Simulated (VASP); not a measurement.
# Mg (Im-3m) in VASP: a series of runs

The runs below take Mg through electric field gradients, with PBEsol.

Everything below comes from runs of VASP 6.6.1. Logs are shortened: lines on timing, memory, paths and dates and some standing lists are left out, and cuts for length are marked.

## 1. The cell of the first run

Symmetry: Im-3m, No. 229, cubic system. The conventional cell has a = 2.943 Å, b = 2.943 Å, c = 2.943 Å, α = 90.00°, β = 90.00°, γ = 90.00°. Mg (site symmetry m-3m) has 14 Mg at 2.55 to 2.94 Å within 3.4 Å.

## 2. Electric field gradients, PBEsol (volume scaled by 0.99)

The input, INCAR:

```
PREC = Accurate
ENCUT = 520
EDIFF = 1E-8
ISMEAR = -1
SIGMA = 0.05
LREAL = F
LASPH = T
NELM = 80
ALGO = Normal
ISIF = 2
LWAVE = F
LCHARG = F
GGA = PS
LEFG = T
NBANDS = 7
```

The input, KPOINTS:

```
Automatic mesh
0
Gamma
  16 16 16
```

The input, POSCAR:

```
Mg
1.0
   -1.4715618360      1.4715618360      1.4715618360
    1.4715618360     -1.4715618360      1.4715618360
    1.4715618360      1.4715618360     -1.4715618360
Mg
1
Direct
    0.0000000000      0.0000000000      0.0000000000
```

Potentials or basis: VASP PAW PBE potentials, release 64 (Mg).

Started as:

```sh
cat potpaw_PBE.64/Mg/POTCAR > POTCAR
mpirun -np 1 vasp_std > vasp.out
```

OUTCAR:

```text
PREC = Accurate
   ENCUT = 520
   EDIFF = 1E-8
   ISMEAR = -1
   LREAL = F
   LASPH = T
   NELM = 80
   ISIF = 2
   GGA = PS

 ion  position               nearest neighbor table
   1  0.000  0.000  0.000-

  LATTYP: Found a body centered cubic cell.
 ALAT       =     2.9431236720

  Lattice vectors:

 A1 = (  -1.4715618360,   1.4715618360,   1.4715618360)
 A2 = (   1.4715618360,  -1.4715618360,   1.4715618360)
 A3 = (   1.4715618360,   1.4715618360,  -1.4715618360)

Analysis of symmetry for initial positions (statically):
=====================================================================
 Subroutine PRICEL returns:
 Original cell was already a primitive cell.

 Routine SETGRP: Setting up the symmetry group for a
 body centered cubic supercell.

 Subroutine GETGRP returns: Found 48 space group operations
 (whereof 48 operations were pure point group operations)
 out of a pool of 48 trial point group operations.

The static configuration has the point symmetry O_h .

Analysis of symmetry for dynamics (positions and initial velocities):
=====================================================================
 Subroutine PRICEL returns:
 Original cell was already a primitive cell.

 Routine SETGRP: Setting up the symmetry group for a
 body centered cubic supercell.

 Subroutine GETGRP returns: Found 48 space group operations
 (whereof 48 operations were pure point group operations)
 out of a pool of 48 trial point group operations.

The dynamic configuration has the point symmetry O_h .

 Subroutine INISYM returns: Found 48 space group operations
 (whereof 48 operations are pure point group operations),
 and found     1 'primitive' translations

----------------------------------------------------------------------------------------

                                     Primitive cell

  volume of cell :      12.7466

  direct lattice vectors                    reciprocal lattice vectors
    -1.471561836  1.471561836  1.471561836     0.000000000  0.339775052  0.339775052
     1.471561836 -1.471561836  1.471561836     0.339775052  0.000000000  0.339775052
[... 116 lines left out ...]
  volume of cell :       12.75
 maximum number of plane-waves:       370
   NGX =  9   NGY =  9   NGZ =  9

 number of electron       2.0000000 magnetization

 Free energy of the ion-electron system (eV)
  ---------------------------------------------------
  ext. energy  EPLUGINS =         0.00000000
  ---------------------------------------------------
  free energy    TOTEN  =        -0.48676579 eV

  energy without entropy =       -0.48447267  energy(sigma->0) =       -0.48561923

 E-fermi :   6.5704     XC(G=0): -10.6163

 val. band max:        6.5291812734   @ k =   0.3750   0.1250   0.1250
 cond. band min:       6.6163697634   @ k =   0.3750   0.1875   0.0625
 fundamental gap:      0.0871884900
 Fermi energy:         6.5703789274

 k-point     1 :       0.0000    0.0000    0.0000
  band No.  band energies     occupation
      1      -3.3065      2.00000
      2      24.0783      0.00000
      3      24.0783      0.00000
      4      24.0783      0.00000
      5      26.8673      0.00000
      6      26.8673      0.00000
      7      28.6569      0.00000
[... 221 lines left out ...]
 k-point    24 :       0.2500    0.1875   -0.0000
  band No.  band energies     occupation
      1       1.5371      2.00000
      2      10.8333      0.00000
      3      13.7066      0.00000
      4      20.5404      0.00000
      5      24.4421      0.00000
      6      28.0194      0.00000
      7      31.1628      0.00000

 [... further k-points ...]

------------------------ aborting loop because EDIFF is reached ----------------------------------------

  FORCE on cell =-STRESS in cart. coord.  units (eV):
  Direction    XX          YY          ZZ          XY          YZ          ZX
  --------------------------------------------------------------------------------------
  -------------------------------------------------------------------------------------
  Total        5.0724871      5.0724871      5.0724871      0.0000000     -0.0000000      0.0000000
  in kB      637.5819159    637.5819159    637.5819159      0.0000000     -0.0000000      0.0000000
  external PRESSURE =     637.5819159 kB  Pullay stress =       0.0000000 kB

 VOLUME and BASIS-vectors are now :
 -----------------------------------------------------------------------------
  energy-cutoff  :      520.00
  volume of cell :       12.75
      direct lattice vectors                 reciprocal lattice vectors
    -1.471561836  1.471561836  1.471561836     0.000000000  0.339775052  0.339775052
     1.471561836 -1.471561836  1.471561836     0.339775052  0.000000000  0.339775052
     1.471561836  1.471561836 -1.471561836     0.339775052  0.339775052  0.000000000

 POSITION                                       TOTAL-FORCE (eV/Angst)
 -----------------------------------------------------------------------------------
      0.00000      0.00000      0.00000        -0.000000     -0.000000      0.000000
 -----------------------------------------------------------------------------------
    total drift:                                0.000000      0.000000      0.000000

  FREE ENERGIE OF THE ION-ELECTRON SYSTEM (eV)
  ---------------------------------------------------
  free  energy   TOTEN  =        -0.4867657879 eV

  energy  without entropy=       -0.4844726727  energy(sigma->0) =       -0.48561923

 Electric field gradients (V/A^2)
---------------------------------------------------------------------
 ion       V_xx      V_yy      V_zz      V_xy      V_xz      V_yz
---------------------------------------------------------------------
   1       0.000    -0.000    -0.000     0.000     0.000     0.000
---------------------------------------------------------------------

 Electric field gradients after diagonalization (V/A^2)
 (convention: |V_zz| > |V_xx| > |V_yy|)
----------------------------------------------------------------------
 ion       V_xx      V_yy      V_zz     asymmetry (V_yy - V_xx)/ V_zz
----------------------------------------------------------------------
   1      -0.000    -0.000     0.000       0.000
----------------------------------------------------------------------

           NMR quadrupolar parameters

 Cq : quadrupolar parameter    Cq=e*Q*V_zz/h
 eta: asymmetry parameters     (V_yy - V_xx)/ V_zz
 Q  : nuclear electric quadrupole moment in mb (millibarn)
----------------------------------------------------------------------
 ion       Cq(MHz)       eta       Q (mb)
----------------------------------------------------------------------
   1       0.000       0.000       1.000
----------------------------------------------------------------------
```

stdout:

```text
POSCAR found type information on POSCAR Mg
 POSCAR found :  1 types and       1 ions
 scaLAPACK will be used
 -----------------------------------------------------------------------------
|                                                                             |
|                                                                             |
|     You enforced a specific xc type in the INCAR file but a different       |
|     I HOPE YOU KNOW WHAT YOU ARE DOING!                                     |
|                                                                             |
 -----------------------------------------------------------------------------

 LDA part: xc-table for (Slater+PW92), standard interpolation
 POSCAR, INCAR and KPOINTS ok, starting setup
 FFT: planning ... GRIDC
 FFT: planning ... GRID_SOFT
 FFT: planning ... GRID
 WAVECAR not read
 entering main loop
ion   1
```

Run time: 16 s. Hardware: 1 thread of Intel Xeon Platinum 8375C at 2.90GHz (Ice Lake), shared host; peak memory 0.13 GiB.

What came out:

```
Free energy            : -0.4868 eV
Pressure               : 63.8 GPa
Band gap on the k mesh : zero (band 1 reaches 10.48 eV, above the bottom of band 2 at 5.65 eV)
```

Caveat: without QUAD_EFG the Cq values of the log hold for a quadrupole moment of 1 mb, not for the nuclei; the PAW data sets were made with another functional, which shifts forces and pressure a little.

## 3. Electric field gradients, PBEsol (volume scaled by 0.9405)

The input, INCAR:

```
SYSTEM = Mg
PREC     = Accurate       ! precision mode
ENCUT    = 520            ! plane-wave cutoff, eV
EDIFF    = 1E-8           ! SCF threshold, eV
ISMEAR   = -1             ! smearing method
SIGMA    = 0.05           ! smearing width, eV
LREAL    = .False.        ! projectors in reciprocal space
LASPH    = .True.         ! aspherical terms in the spheres
NELM     = 60             ! most SCF steps
ALGO     = Normal         ! electronic algorithm
ISIF     = 2              ! what is computed and relaxed
LWAVE    = .False.        ! write WAVECAR
LCHARG   = .False.        ! write CHGCAR
GGA      = PS             ! functional
LEFG     = .True.       
NBANDS   = 7              ! bands
```

The input, KPOINTS:

```
Automatic mesh
0
Gamma
  16 16 16
  0 0 0
```

The input, POSCAR:

```
Mg
1.0
   -1.4466152907      1.4466152907      1.4466152907
    1.4466152907     -1.4466152907      1.4466152907
    1.4466152907      1.4466152907     -1.4466152907
Mg
1
Direct
    0.0000000000      0.0000000000      0.0000000000
```

Potentials or basis: VASP PAW PBE potentials, release 64 (Mg).

Started as:

```sh
cat potpaw_PBE.64/Mg/POTCAR > POTCAR
mpirun -np 1 vasp_std > vasp.out
```

OUTCAR:

```text
SYSTEM = Mg
   PREC = Accurate
   ENCUT = 520
   EDIFF = 1E-8
   ISMEAR = -1
   LREAL = .False.
   LASPH = .True.
   NELM = 60
   ISIF = 2
   GGA = PS

 ion  position               nearest neighbor table
   1  0.000  0.000  0.000-

  LATTYP: Found a body centered cubic cell.
 ALAT       =     2.8932305814

  Lattice vectors:

 A1 = (  -1.4466152907,   1.4466152907,   1.4466152907)
 A2 = (   1.4466152907,  -1.4466152907,   1.4466152907)
 A3 = (   1.4466152907,   1.4466152907,  -1.4466152907)

[... 443 lines left out ...]
    total drift:                                0.000000      0.000000      0.000000

  FREE ENERGIE OF THE ION-ELECTRON SYSTEM (eV)
  ---------------------------------------------------
  free  energy   TOTEN  =        -0.2079023977 eV

  energy  without entropy=       -0.2057174532  energy(sigma->0) =       -0.20680993

 Electric field gradients (V/A^2)
---------------------------------------------------------------------
 ion       V_xx      V_yy      V_zz      V_xy      V_xz      V_yz
---------------------------------------------------------------------
   1      -0.000    -0.000     0.000     0.000     0.000     0.000
---------------------------------------------------------------------

 Electric field gradients after diagonalization (V/A^2)
 (convention: |V_zz| > |V_xx| > |V_yy|)
----------------------------------------------------------------------
 ion       V_xx      V_yy      V_zz     asymmetry (V_yy - V_xx)/ V_zz
----------------------------------------------------------------------
   1      -0.000    -0.000     0.000       0.000
----------------------------------------------------------------------

           NMR quadrupolar parameters

 Cq : quadrupolar parameter    Cq=e*Q*V_zz/h
 eta: asymmetry parameters     (V_yy - V_xx)/ V_zz
 Q  : nuclear electric quadrupole moment in mb (millibarn)
----------------------------------------------------------------------
 ion       Cq(MHz)       eta       Q (mb)
----------------------------------------------------------------------
   1       0.000       0.000       1.000
----------------------------------------------------------------------
```

stdout:

```text
POSCAR found type information on POSCAR Mg
 POSCAR found :  1 types and       1 ions
 scaLAPACK will be used
 -----------------------------------------------------------------------------
|                                                                             |
|                                                                             |
|     You enforced a specific xc type in the INCAR file but a different       |
|     I HOPE YOU KNOW WHAT YOU ARE DOING!                                     |
|                                                                             |
 -----------------------------------------------------------------------------

 LDA part: xc-table for (Slater+PW92), standard interpolation
 POSCAR, INCAR and KPOINTS ok, starting setup
 FFT: planning ... GRIDC
 FFT: planning ... GRID_SOFT
 FFT: planning ... GRID
 WAVECAR not read
 entering main loop
ion   1
```

Wall time 14 s (1 thread of Intel Xeon Platinum 8375C at 2.90GHz (Ice Lake), shared host); peak memory 0.12 GiB.

Results:

| Item | Value |
| --- | --- |
| Free energy | -0.2079 eV |
| Pressure | 76.8 GPa |
| Band gap on the k mesh | zero (band 1 reaches 10.88 eV, above the bottom of band 2 at 6.09 eV) |

Caveat: without QUAD_EFG the Cq values of the log hold for a quadrupole moment of 1 mb, not for the nuclei; the PAW data sets were made with another functional, which shifts forces and pressure a little.
